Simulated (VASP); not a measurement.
Ti23O48 (a cell with a defect), 71 atoms in the cell. The cell holds a defect, 71 atoms: a = 9.183 Å, b = 9.183 Å, c = 8.817 Å, α = 90.00°, β = 90.00°, γ = 90.00°. 

| Property | Result |
| --- | --- |
| Program | VASP 6.6.1 |
| Task | single point |
| Functional | PBEsol |
| Potentials or basis | VASP PAW PBE potentials, release 64 (Ti_sv, O) |
| Cutoff | 520 eV |
| k mesh | 1 × 1 × 1, shifted |
| Occupations | fermi-dirac, width 0.05 eV |
| Spin | no spin polarisation |
| Dipole correction | no |
| Charge | -4 |
| Further INCAR settings | LREAL = Auto; ALGO = Normal; EDIFF = 1e-06; NBANDS = 323; ISYM = 0; NELECT = 568.0 |

Potentials or basis: VASP PAW PBE potentials, release 64 (Ti_sv, O).

Launch:

```console
$ cat potpaw_PBE.64/Ti_sv/POTCAR potpaw_PBE.64/O/POTCAR > POTCAR
$ mpirun -np 1 vasp_std > vasp.out
```

Hardware: 1 thread of Intel Xeon 8259CL, on a shared host.

Task: Estimate the wall time of this run.

Result: Run time: 95 min on 1 thread of Intel Xeon 8259CL, on a shared host, peak memory 1.1 GiB. Counts: scf iterations 20, k points 4.
